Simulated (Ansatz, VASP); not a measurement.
Two plane-wave programs on Sb2P3H

```xyz
6
Lattice="-2.5532 2.5532 5.2505 2.5532 -2.5532 5.2505 2.5532 2.5532 -5.2505" Properties=species:S:1:pos:R:3 pbc="T T T"
Sb    0.0000    2.5532    0.0000
Sb    2.5532    0.0000    0.0000
H     0.0000    0.0000    5.2505
P     0.0000    2.5532    2.6252
P     2.5532    0.0000    2.6252
P     0.0000    0.0000    0.0000
```

Alike in both runs: functional PBE; k mesh 10 × 10 × 10; occupations gaussian, width 0.1 eV; no spin polarisation.

Ansatz relaxed the structure, and its values are those at the end. VASP's run is a single point on that final structure, the one shown.

|  | VASP | Ansatz |
| --- | --- | --- |
| version | VASP 6.6.1 | Ansatz 0.2.0 |
| potentials or method | VASP PAW PBE potentials, release 64 (Sb, H, P), cutoff 520 eV | scalar-relativistic, plane waves, PAW |
| valence electrons in the cell | 26 | 46 |

```csv
,VASP,Ansatz,Ansatz less VASP
gap on the k mesh at the Fermi level (eV),none,none,-
pressure (GPa),0.0,0.0,-0.02
```

A gap of «none» marks a metal or a gap that the smearing closes. VASP's potentials hold 26 valence electrons a cell and Ansatz's 46, so a difference there can come from the potentials and not from the codes.

Neither program's run includes spin-orbit coupling.
